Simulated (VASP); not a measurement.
## TaN: single point with PBE

The system is TaN.

```
Ta N
1.0
     3.61353    0.00000    0.00000
     0.00000    3.61353    0.00000
     0.00000    0.00000    4.49886
Ta N
2 2
Cartesian
  0.0000 1.8068 0.0000
  1.8068 0.0000 2.2494
  0.0000 0.0000 1.1247
  0.0000 0.0000 3.3741
```

```yaml
Program: VASP 6.6.1
Task: single point
Functional: PBE
Potentials_or_basis: VASP PAW PBE potentials, release 64 (Ta_pv, N)
Cutoff: 520 eV
k_mesh: 7 × 7 × 6
Occupations: fermi-dirac, width 0.05 eV
Spin: no spin polarisation
Dipole_correction: no
Further_INCAR_settings: ALGO = Normal; EDIFF = 1e-06; NBANDS = 24
```

| Item | Value |
| --- | --- |
| Pressure | -12.8 GPa |
| Band gap on the k mesh | zero (band 16 reaches 5.69 eV, above the bottom of band 17 at 5.01 eV) |

Stress tensor (GPa, compression positive):
```
-24.11   0.00   0.00
  0.00 -24.11   0.00
  0.00   0.00   9.77
```

Levels at points of the mesh, in eV from the Fermi level:
```
           k point  band 12  band 13  band 14  band 15  band 16  band 17  band 18  band 19  band 20  band 21
(0.00, 0.00, 0.00)    -4.74    -3.65    -3.65    -1.79     0.29     1.32     1.37     1.88     1.88     2.45
(0.00, 0.00, 0.50)    -4.19    -3.41    -3.41    -2.93    -2.93     1.24     1.24     1.73     1.73     2.24
```

Wall time 68 s on 1 thread of AMD EPYC 7R43 64-Core Processor (Zen 3), on a shared host, peak memory 0.16 GiB.

Caveat: spin-orbit coupling is left out, which moves the levels of the heavy elements.
